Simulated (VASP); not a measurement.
Wanted: the native input for a VASP 6.6.1 run.

```yaml
Task: single point
Functional: r2SCAN
Potentials_or_basis: VASP PAW PBE potentials, release 64 (Pt, S)
Cutoff: 520 eV
k_mesh: 8 × 8 × 8
Occupations: fermi-dirac, width 0.02 eV
Spin: no spin polarisation
Dipole_correction: no
Further_INCAR_settings: ALGO = Normal; EDIFF = 1e-06; NBANDS = 18
```

The system is PtS2.

```
Pt S
1.0
     1.73914    1.00409    5.09587
    -1.73914    1.00409    5.09587
     0.00000   -2.00818    5.09587
Pt S
1 2
Direct
  0.99737 0.99737 0.99737
  0.42560 0.42560 0.42560
  0.24369 0.24369 0.24369
```

One way to write it, as run:

POSCAR

```
PtS2
1.0
    1.7391390676      1.0040924088      5.0958715610
   -1.7391390676      1.0040924088      5.0958715610
    0.0000000000     -2.0081848177      5.0958715609
Pt S
1 2
Direct
   -0.0026256713     -0.0026256713     -0.0026256713
    0.4255983348      0.4255983348      0.4255983348
    0.2436940031      0.2436940031      0.2436940031
```

INCAR.step1

```
SYSTEM = PtS2
ALGO     = Normal         ! electronic algorithm
EDIFF    = 1E-4           ! SCF threshold, eV
ENCUT    = 520            ! plane-wave cutoff, eV
GGA      = PE             ! functional
ISMEAR   = -1             ! smearing method
LASPH    = .True.         ! aspherical terms in the spheres
LCHARG   = .False.        ! write CHGCAR
LREAL    = .False.        ! projectors in reciprocal space
LWAVE    = .True.         ! write WAVECAR
NBANDS   = 18             ! bands
NELM     = 80             ! most SCF steps
PREC     = Accurate       ! precision mode
SIGMA    = 0.02           ! smearing width, eV
```

INCAR.step2

```
SYSTEM = PtS2
ALGO     = Normal         ! electronic algorithm
EDIFF    = 1E-6           ! SCF threshold, eV
ENCUT    = 520            ! plane-wave cutoff, eV
ISIF     = 2              ! what is computed and relaxed
ISMEAR   = -1             ! smearing method
ISTART   = 1            
LASPH    = .True.         ! aspherical terms in the spheres
LCHARG   = .False.        ! write CHGCAR
LMIXTAU  = .True.       
LREAL    = .False.        ! projectors in reciprocal space
LWAVE    = .False.        ! write WAVECAR
METAGGA  = R2SCAN         ! meta-GGA
NBANDS   = 18             ! bands
NELM     = 80             ! most SCF steps
PREC     = Accurate       ! precision mode
SIGMA    = 0.02           ! smearing width, eV
```

KPOINTS

```
k-points
0
Gamma
  8 8 8
  0 0 0
```

Potentials or basis: VASP PAW PBE potentials, release 64 (Pt, S).

Command:

```bash
$ cat potpaw_PBE.64/Pt/POTCAR potpaw_PBE.64/S/POTCAR > POTCAR
$ cp INCAR.step1 INCAR
$ mpirun -np 1 vasp_std > vasp.out
$ cp INCAR.step2 INCAR
$ mpirun -np 1 vasp_std > vasp.out
```

Results of the run:

The pressure is 1.2 GPa, the largest force is 0.068 eV/Å and the band gap on the k mesh is zero (bands 11 and 12 overlap by 0.60 eV).

Caveat: the PAW data sets were made with another functional, which shifts forces and pressure a little; spin-orbit coupling is left out, which moves the levels of the heavy elements.

Wall time 4.7 min on 1 thread of AMD EPYC 9R45 96-Core Processor (Zen 5), on a shared host, peak memory 0.28 GiB.
